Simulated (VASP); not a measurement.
A run of VASP 6.6.1 is set up as follows.

The input INCAR:

```
PREC = Accurate
ENCUT = 520
EDIFF = 1E-7
ISMEAR = -1
SIGMA = 0.01
LREAL = Auto
LASPH = True
NELM = 100
ALGO = Normal
ISIF = 2
LWAVE = False
LCHARG = True
GGA = PE
LELF = True
LVHAR = True
NBANDS = 168
NELECT = 282.0
```

File KPOINTS:

```
Automatic mesh
0
Gamma
  1 1 1
  0.25 0.25 0.25
```

File POSCAR:

```
Li8Nb8CuO24
1.0
    2.5949501400      1.4981951600      4.6722232500
   -5.1899002700      2.9963903200      9.3444465000
    0.0000000000     -5.9927806400      9.3444465000
Li Nb O Cu
8 8 24 1
Direct
    0.7361418004      0.3660072775      0.3671013304
    0.1918479343      0.0758131763      0.1014217858
    0.7306685447      0.3627870180      0.8615754349
    0.2248051895      0.1127592492      0.6109864501
    0.7298047716      0.8621562576      0.3610949192
    0.2305093236      0.6086377459      0.1149004518
    0.7210630538      0.8651926701      0.8617737623
    0.2266559199      0.6100507999      0.6108588539
    0.9982012306      0.5045142078      0.5023505651
    0.5206072590      0.2527142741      0.2626913907
    1.0024896155      0.5123667951      1.0002535309
    0.4974260949      0.2532988778      0.7505580370
    1.0128893036      0.9964324883      0.5093925004
    0.5029976717      0.7490592644      0.2549400183
    1.0015262530      0.9987615216      0.9958170503
    0.5133227357      0.7497849096      0.7502283420
    0.2906914293      0.3225283104      0.4495113974
    0.6584478476      0.4479441248      0.1433057323
    0.9231125070      0.1425853852      0.3176634141
    0.4072333656      0.0723397868      0.3989202071
    0.7855701314      0.1921598240      0.0780154044
    0.1635249899      0.3937151177      0.1981493379
    0.2852173075      0.3300904840      0.9379706114
    0.6474643537      0.4461495587      0.6368072535
    0.8906783431      0.1398932260      0.8200469842
    0.3824069365      0.0727813472      0.8903869282
    0.7810326322      0.1959102652      0.5735485976
    0.1403971391      0.3935057457      0.6968975460
    0.2868150959      0.8236757261      0.4437292337
    0.6269132331      0.9543504354      0.1398510689
    0.8963739336      0.6417403979      0.3208083060
    0.3986252954      0.5711442632      0.3919483744
    0.7881700808      0.6987047675      0.0702508280
    0.1479593516      0.8825277755      0.1953970516
    0.2794636582      0.8198689836      0.9453385543
    0.6529998617      0.9455199190      0.6403047592
    0.8935618770      0.6444155656      0.8211209349
    0.4035767920      0.5715473321      0.8886106483
    0.7875836232      0.6961380846      0.5701892987
    0.1496147980      0.8907566043      0.6958820760
    1.3286465360      0.1908085826      0.1454095940
```

Potentials or basis: VASP PAW PBE potentials, release 64 (Li_sv, Nb_sv, O, Cu).

Command:

```console
$ cat potpaw_PBE.64/Li_sv/POTCAR potpaw_PBE.64/Nb_sv/POTCAR potpaw_PBE.64/O/POTCAR potpaw_PBE.64/Cu/POTCAR > POTCAR
$ mpirun -np 1 vasp_std > vasp.out
```

Task: What does it give for the largest force?

Result: 0.047 eV/Å.

Forces on the atoms (eV/Å):
```
Li  -0.002  0.007 -0.010
Li  -0.012  0.002  0.014
Li   0.000 -0.003  0.000
Li   0.006  0.003  0.002
Li   0.002 -0.009 -0.008
Li   0.000  0.002  0.000
Li   0.004  0.000 -0.003
Li  -0.002 -0.004 -0.003
Nb   0.007  0.005  0.031
Nb   0.002  0.019  0.039
Nb   0.004  0.005  0.028
Nb  -0.011 -0.008  0.037
Nb  -0.004  0.006  0.027
Nb   0.000  0.010  0.026
Nb  -0.003 -0.007  0.047
Nb   0.007 -0.002  0.032
O   -0.004  0.015 -0.009
O    0.020 -0.005 -0.011
O   -0.011 -0.030 -0.016
O   -0.010 -0.006 -0.018
O   -0.001 -0.006  0.001
O   -0.012  0.007  0.006
O   -0.015  0.038 -0.023
O    0.011 -0.007 -0.010
O   -0.012  0.003 -0.015
O   -0.010  0.010 -0.022
O    0.014  0.000 -0.010
O    0.003  0.011 -0.009
O   -0.003  0.007 -0.007
O    0.021 -0.003 -0.010
O   -0.009 -0.014 -0.007
O   -0.013 -0.009 -0.012
O    0.004 -0.012 -0.009
O    0.014 -0.005 -0.021
O    0.007  0.011 -0.014
O    0.008 -0.007 -0.013
O   -0.012 -0.009 -0.011
O   -0.014  0.004 -0.008
O    0.008 -0.005 -0.007
O    0.002  0.006 -0.011
Cu   0.014 -0.020  0.007
```

Caveat: the k points lie up to 1.14 Å⁻¹ apart, too coarse for converged energies, forces and pressures; the cell carries a net charge on a neutralising background, which shifts energy and pressure.
